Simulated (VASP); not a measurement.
Wanted: the native input for a VASP 6.6.1 run.

| Property | Result |
| --- | --- |
| Task | electric field gradients |
| Functional | PBE |
| Potentials or basis | VASP PAW PBE potentials, release 64 (Mg, S) |
| Cutoff | 520 eV |
| k mesh | 6 × 6 × 6 |
| Occupations | gaussian, width 0.1 eV |
| Spin | no spin polarisation |
| Dipole correction | no |
| Further INCAR settings | ALGO = Normal; EDIFF = 1e-08; NBANDS = 11 |

The structure of MgS lies in POSCAR:

```
MgS
1.0
    0.0000000000      2.6043975556      2.6043975556
    2.6043975556      0.0000000000      2.6043975556
    2.6043975556      2.6043975556      0.0000000000
Mg S
1 1
Direct
    0.0000000000      0.0000000000      0.0000000000
    0.5000000000      0.5000000000      0.5000000000
```

These files were run (other wordings do the same):

INCAR

```
ALGO = Normal ; EDIFF = 1E-8
ENCUT = 520 ; GGA = PE
GGA_COMPAT = False ; ISIF = 2
ISMEAR = 0 ; LASPH = True
LCHARG = False ; LEFG = True
LREAL = False ; LWAVE = False
NBANDS = 11 ; NELM = 120
PREC = Accurate ; SIGMA = 0.1
```

KPOINTS

```
k-points
0
Gamma
  6 6 6
```

Potentials or basis: VASP PAW PBE potentials, release 64 (Mg, S).

Command:

```sh
$ cat potpaw_PBE.64/Mg/POTCAR potpaw_PBE.64/S/POTCAR > POTCAR
$ mpirun -np 1 vasp_std > vasp.out
```

It gave:

```
Pressure                                : 0.6 GPa
Band gap on the k mesh                  : 2.77 eV (least direct gap 3.68 eV)
Largest electric field gradient by atom : under 0.05 V/Å² on every atom
```

Run time: 11 s on 1 thread of AMD EPYC 7R43 64-Core Processor (Zen 3), with other jobs on the host, peak memory 0.12 GiB.
